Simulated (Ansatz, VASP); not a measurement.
Two plane-wave programs on SnTe

```xyz
2
Lattice="0.0000 3.1297 3.1297 3.1297 0.0000 3.1297 3.1297 3.1297 0.0000" Properties=species:S:1:pos:R:3 pbc="T T T"
Sn    0.0000    0.0000    0.0000
Te    3.1297    3.1297    3.1297
```

Alike in both runs: task single point; functional LDA; k mesh 6 × 6 × 6; no spin polarisation.

|  | VASP | Ansatz |
| --- | --- | --- |
| version | VASP 6.6.1 | Ansatz 0.2.0 |
| potentials or method | VASP PAW LDA potentials, release 64 (Sn_d, Te), cutoff 500 eV | plane waves, PAW |
| occupations | gaussian, width 0.01 eV | fixed |
| valence electrons in the cell | 20 | 30 |

|  | VASP | Ansatz | Ansatz less VASP |
| --- | --- | --- | --- |
| pressure (GPa) | -0.6 | -0.6 | -0.06 |

LDA's correlation is that of Perdew and Zunger in VASP and of Perdew and Wang (1992) in Ansatz. VASP's potentials hold 20 valence electrons a cell and Ansatz's 30, so a difference there can come from the potentials and not from the codes.

Neither program's run includes spin-orbit coupling.
